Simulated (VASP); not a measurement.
# Sb (P2_1/m) in VASP: further runs, part 2 of 2

VASP 6.6.1. The steps go on from the part before.

**5. Single point, r2SCAN**

This run uses another cell than the first one, of 30.58 Å³/atom, 1.021 times its volume.

Input file POSCAR:

```
Sb
1.0
    4.4665073636      0.0000000000      0.0000000000
    0.0000000000      4.3613480807      0.0000000000
   -1.3026719609      0.0000000000      6.2783327531
Sb
4
Direct
    0.3399300000      0.2500000000      0.6836700000
    0.9366380000      0.7500000000      0.7627580000
    0.0633620000      0.2500000000      0.2372420000
    0.6600700000      0.7500000000      0.3163300000
```

Input file INCAR.step1:

```
SYSTEM = Sb
PREC = Accurate
ENCUT = 520
ISMEAR = -1
SIGMA = 0.05
LREAL = .False.
LASPH = .True.
NELM = 60
NBANDS = 18
GGA = PE
ALGO = Normal
EDIFF = 1E-4
LWAVE = .True.
LCHARG = .False.
```

Input file INCAR.step2:

```
SYSTEM = Sb
PREC = Accurate
ENCUT = 520
EDIFF = 1E-6
ISMEAR = -1
SIGMA = 0.05
LREAL = .False.
LASPH = .True.
NELM = 60
ALGO = Normal
ISIF = 2
LWAVE = .False.
LCHARG = .True.
METAGGA = R2SCAN
LMIXTAU = .True.
LELF = .True.
LVHAR = .True.
NBANDS = 18
ISTART = 1
```

Input file KPOINTS:

```
regular mesh
0
Gamma
  6 6 4
  0 0 0
```

The run is started by

```sh
$ cat potpaw_PBE.64/Sb/POTCAR > POTCAR
$ cp INCAR.step1 INCAR
$ mpirun -np 1 vasp_std > vasp.out
$ cp INCAR.step2 INCAR
$ mpirun -np 1 vasp_std > vasp.out
```

Wall time 1.9 min (1 thread of Intel Xeon 6975P-C (Granite Rapids), shared host); peak memory 0.29 GiB.

The run converged. Its results:

```
Free energy            : -102.2625 eV
Pressure               : 1.6 GPa
Largest force          : 0.207 eV/Å
Band gap on the k mesh : zero (band 10 reaches 7.20 eV, above the bottom of band 11 at 6.42 eV)
```

Forces on the atoms (eV/Å):
```
Sb  -0.029  0.000  0.205
Sb   0.089  0.000  0.031
Sb  -0.089  0.000 -0.031
Sb   0.029  0.000 -0.205
```

Stress tensor (GPa, compression positive):
```
1.61 0.00 0.21
0.00 1.27 0.00
0.21 0.00 2.04
```

Levels at points of the mesh, in eV from the Fermi level:
| k point | band 7 | band 8 | band 9 | band 10 | band 11 | band 12 | band 13 | band 14 |
| --- | --- | --- | --- | --- | --- | --- | --- | --- |
| (0.00, 0.00, 0.00) | -3.16 | -2.47 | -1.69 | -0.23 | 2.09 | 2.90 | 3.09 | 3.26 |
| (0.50, 0.00, 0.00) | -2.47 | -1.15 | -1.13 | -0.76 | 0.16 | 1.30 | 1.44 | 1.45 |
| (0.00, 0.50, 0.00) | -1.64 | -1.64 | -1.34 | -1.34 | 0.49 | 0.49 | 1.39 | 1.39 |
| (0.50, 0.50, 0.00) | -3.95 | -3.95 | -2.64 | -2.64 | 0.86 | 0.86 | 5.45 | 5.45 |
| (0.00, 0.00, 0.50) | -2.83 | -2.49 | -2.03 | -1.81 | 0.69 | 1.94 | 2.28 | 3.18 |
| (0.50, 0.00, 0.50) | -2.12 | -1.28 | -0.87 | -0.73 | -0.52 | 0.73 | 1.20 | 1.34 |
| (0.00, 0.50, 0.50) | -1.84 | -1.84 | -1.04 | -1.04 | 0.16 | 0.16 | 1.04 | 1.04 |
| (0.50, 0.50, 0.50) | -4.29 | -4.29 | -1.53 | -1.53 | 2.12 | 2.12 | 3.78 | 3.78 |

Caveat: the PAW data sets were made with another functional, which shifts forces and pressure a little; spin-orbit coupling is left out, which moves the levels of the heavy elements.

**6. Single point, r2SCAN**

This run uses another cell than the first one, of 31.21 Å³/atom, 1.043 times its volume.

Input file POSCAR:

```
Sb
1.0
    4.4973118361      0.0000000000      0.0000000000
    0.0000000000      4.3914272939      0.0000000000
   -1.3116561893      0.0000000000      6.3216329680
Sb
4
Direct
    0.3399300000      0.2500000000      0.6836700000
    0.9366380000      0.7500000000      0.7627580000
    0.0633620000      0.2500000000      0.2372420000
    0.6600700000      0.7500000000      0.3163300000
```

Edit INCAR.step1 of step 5 so:

```diff
@@ -7,3 +7,3 @@
 LASPH = .True.
-NELM = 60
+NELM = 80
 NBANDS = 18
```

Input file INCAR.step2:

```
SYSTEM = Sb
PREC = Accurate
ENCUT = 520
EDIFF = 1E-6
ISMEAR = -1
SIGMA = 0.05
LREAL = .False.
LASPH = .True.
NELM = 80
ALGO = Normal
ISIF = 2
LWAVE = .False.
LCHARG = .False.
METAGGA = R2SCAN
LMIXTAU = .True.
NBANDS = 18
ISTART = 1
```

KPOINTS is that of step 5.

Potentials or basis: VASP PAW PBE potentials, release 64 (Sb).

The run is started by

```sh
$ cat potpaw_PBE.64/Sb/POTCAR > POTCAR
$ cp INCAR.step1 INCAR
$ mpirun -np 1 vasp_std > vasp.out
$ cp INCAR.step2 INCAR
$ mpirun -np 1 vasp_std > vasp.out
```

It took 2.2 min on 1 thread of Intel Xeon 6975P-C (Granite Rapids), shared host; peak memory 0.3 GiB.

The run converged. Its results:

* Free energy: -102.2789 eV
* Pressure: 0.4 GPa
* Largest force: 0.188 eV/Å
* Band gap on the k mesh: zero (band 10 reaches 6.90 eV, above the bottom of band 11 at 6.20 eV)

Forces on the atoms (eV/Å):
```
Sb  -0.140  0.000  0.125
Sb   0.152  0.000 -0.095
Sb  -0.152  0.000  0.095
Sb   0.140  0.000 -0.125
```

Stress tensor (GPa, compression positive):
```
 0.48  0.00  0.18
 0.00 -0.03  0.00
 0.18  0.00  0.89
```

Levels at points of the mesh, in eV from the Fermi level:
```
           k point  band 7  band 8  band 9  band 10  band 11  band 12  band 13  band 14
(0.00, 0.00, 0.00)   -3.08   -2.40   -1.64    -0.23     2.14     2.89     3.05     3.22
(0.50, 0.00, 0.00)   -2.39   -1.11   -1.10    -0.74     0.19     1.27     1.39     1.45
(0.00, 0.50, 0.00)   -1.60   -1.60   -1.29    -1.29     0.49     0.49     1.40     1.40
(0.50, 0.50, 0.00)   -3.84   -3.84   -2.57    -2.57     0.91     0.91     5.34     5.34
(0.00, 0.00, 0.50)   -2.76   -2.41   -1.97    -1.74     0.69     1.97     2.29     3.14
(0.50, 0.00, 0.50)   -2.05   -1.24   -0.85    -0.73    -0.47     0.73     1.17     1.34
(0.00, 0.50, 0.50)   -1.80   -1.80   -0.99    -0.99     0.16     0.16     1.05     1.05
(0.50, 0.50, 0.50)   -4.18   -4.18   -1.49    -1.49     2.11     2.11     3.77     3.77
```

Caveat: the PAW data sets were made with another functional, which shifts forces and pressure a little; spin-orbit coupling is left out, which moves the levels of the heavy elements.

**7. Summary**

```csv
level,potentials or basis,cell,cutoff (eV),second run,gap on the mesh (eV),pressure (GPa),largest force (eV/Å)
PBEsol,"VASP PAW PBE potentials, release 64 (Sb_d_GW)","a = 4.435, b = 4.331, c = 6.367 Å, angles 90.0, 101.7, 90.0°, 4 atoms",500,valence_matched,none,0.8,0.37
PBEsol,"VASP PAW PBE potentials, release 64 (Sb_d_GW)","a = 4.497, b = 4.391, c = 6.456 Å, angles 90.0, 101.7, 90.0°, 4 atoms",500,valence_matched,none,-1.5,0.13
r2SCAN,"VASP PAW PBE potentials, release 64 (Sb)","a = 4.435, b = 4.331, c = 6.367 Å, angles 90.0, 101.7, 90.0°, 4 atoms",520,-,none,3.0,0.30
r2SCAN,"VASP PAW PBE potentials, release 64 (Sb)","a = 4.467, b = 4.361, c = 6.412 Å, angles 90.0, 101.7, 90.0°, 4 atoms",520,-,none,1.6,0.21
r2SCAN,"VASP PAW PBE potentials, release 64 (Sb)","a = 4.497, b = 4.391, c = 6.456 Å, angles 90.0, 101.7, 90.0°, 4 atoms",520,-,none,0.4,0.19
```

Alike in all rows: task single point; no spin polarisation; k mesh 6 × 6 × 4; smearing fermi-dirac 0.05 eV.

Caveats: the PAW data sets were made with another functional, which shifts forces and pressure a little; spin-orbit coupling is left out, which moves the levels of the heavy elements.

Total energies depend on the potentials used, so only differences within one code and one set of settings carry meaning.
